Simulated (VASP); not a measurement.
Wanted: the native input for a VASP 6.6.1 run.

- Task: relaxation of cell and atoms
- Functional: PBE
- Potentials or basis: VASP PAW PBE potentials, release 64 (Li_sv, Cl)
- Cutoff: 600 eV
- k mesh: 4 × 4 × 4
- Occupations: gaussian, width 0.1 eV
- Spin: no spin polarisation
- Dipole correction: no
- Further INCAR settings: ALGO = Normal; EDIFF = 1e-06; IBRION = 2; EDIFFG = -0.015; NSW = 100; ISIF = 3

The structure of LiCl lies in POSCAR:

```
LiCl
1.0
   -2.0852393928      3.6675548747     -0.0323917064
    0.0356262285     -0.0267671600      5.2452510500
    6.2303633792      3.6529162746      0.0239087267
Li Cl
4 4
Direct
    0.5054051421      0.2508947521      0.1627456937
   -0.0101741853      0.2408945221      0.6689154573
   -0.0004402504      0.7423195789      0.3366914213
    0.4967989662      0.7635894550      0.8320438694
    0.4871956425      0.7496614707      0.1651981846
    0.0104318549      0.7554043810      0.6660852702
   -0.0034678034      0.2433514793      0.3382704816
    0.5142506334      0.2538843609      0.8300496220
```

These files were run (other wordings do the same):

INCAR

```
PREC     = Accurate       # precision mode
ENCUT    = 600            # plane-wave cutoff, eV
EDIFF    = 1E-6           # SCF threshold, eV
ISMEAR   = 0              # smearing method
SIGMA    = 0.1            # smearing width, eV
LREAL    = F              # projectors in reciprocal space
LASPH    = T              # aspherical terms in the spheres
NELM     = 60             # most SCF steps
ALGO     = Normal         # electronic algorithm
ISIF     = 3              # what is computed and relaxed
LWAVE    = F              # write WAVECAR
LCHARG   = F              # write CHGCAR
GGA      = PE             # functional
IBRION   = 2              # ionic algorithm
NSW      = 100            # ionic steps
EDIFFG   = -0.015         # ionic threshold
```

KPOINTS

```
regular mesh
0
Gamma
  4 4 4
```

Potentials or basis: VASP PAW PBE potentials, release 64 (Li_sv, Cl).

Command:

```sh
$ cat potpaw_PBE.64/Li_sv/POTCAR potpaw_PBE.64/Cl/POTCAR > POTCAR
$ mpirun -np 1 vasp_std > vasp.out
```

Results of the run:

```yaml
Relaxed_volume: 20.02 Å³/atom
Relaxed_cell: a = 4.183 Å, b = 5.288 Å, c = 7.240 Å, α = 89.99°, β = 90.02°, γ = 90.04°
Space_group_after_relaxing_to_0.1_Å: P6_3/mmc (No. 194)
Energy_gained_by_relaxing: 4.4 meV/atom
Ionic_steps: 11
Pressure_after_relaxing: 0.0 GPa
Largest_force_after_relaxing: 0.015 eV/Å
Band_gap_on_the_k_mesh: 5.59 eV
```

Caveat: the cutoff is under 1.25 times the usual one of these potentials, so pressure, stress and relaxed cells hold a basis-set (Pulay) error.

Run time: 9 min on 1 thread of AMD EPYC 9R45 96-Core Processor (Zen 5) (shared host), peak memory 0.33 GiB.
